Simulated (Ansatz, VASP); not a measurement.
# One calculation of WC, two programs

The input INCAR:

```
SYSTEM = WC
PREC = Accurate
ENCUT = 520
EDIFF = 1E-6
ISMEAR = 0
SIGMA = 0.1
LREAL = .False.
LASPH = .True.
NELM = 100
ALGO = Normal
ISIF = 2
LWAVE = .False.
LCHARG = .False.
NBANDS = 16
```

Contents of KPOINTS:

```
regular mesh
0
Gamma
  9 9 6
  0 0 0
```

The input POSCAR:

```
WC
1.0
    2.8820700000      0.0000000000      0.0000000000
   -1.4410350000      2.4959458400      0.0000000000
    0.0000000000      0.0000000000      2.8238700000
W C
1 1
Direct
    0.0000000000      0.0000000000      0.0000000000
    0.6666666700      0.3333333300      0.5000000000
```

Input for Ansatz:

```yaml
crystal:
  lattice:
    - [2.88207, 0.0, 0.0]
    - [-1.441035, 2.49594584, 0.0]
    - [0.0, 0.0, 2.82387]
  atoms:
    - { symbol: W, position: [0.0, 0.0, 0.0] }
    - { symbol: C, position: [0.66666667, 0.33333333, 0.5] }
basis:
  ecutwfc: 420
kpoints:
  mp_grid: { grid: [9, 9, 6] }
hamiltonian:
  xc: lda
  pseudopotentials: { kind: paw, azcp: { folder: soft_1 } }
scf:
  occupations: { method: gaussian, width: 0.1 }
output:
  forces: true
  stress: true
  eigenvalues: true
```

Alike in both runs: task single point; functional LDA; k mesh 9 × 9 × 6; occupations gaussian, width 0.1 eV; no spin polarisation.

```csv
,VASP,Ansatz
version,VASP 6.6.1,Ansatz 0.2.0
potentials or method,"VASP PAW LDA potentials, release 64 (W_sv, C), cutoff 520 eV","scalar-relativistic, plane waves, PAW"
valence electrons in the cell,18,18
```

```csv
,VASP,Ansatz,Ansatz less VASP
gap on the k mesh at the Fermi level (eV),none,none,-
pressure (GPa),1.4,-1.1,-2.51
"traceless stress, the component that is largest in VASP (GPa)",-3.57,-3.79,-0.222
```

Ansatz warns that its potentials were made for another functional, while VASP's fit it. LDA's correlation is that of Perdew and Zunger in VASP and of Perdew and Wang (1992) in Ansatz. A gap of «none» marks a metal or a gap that the smearing closes.

The k mesh is coarse, so the values compare programs but aren't converged. Neither program's run includes spin-orbit coupling.
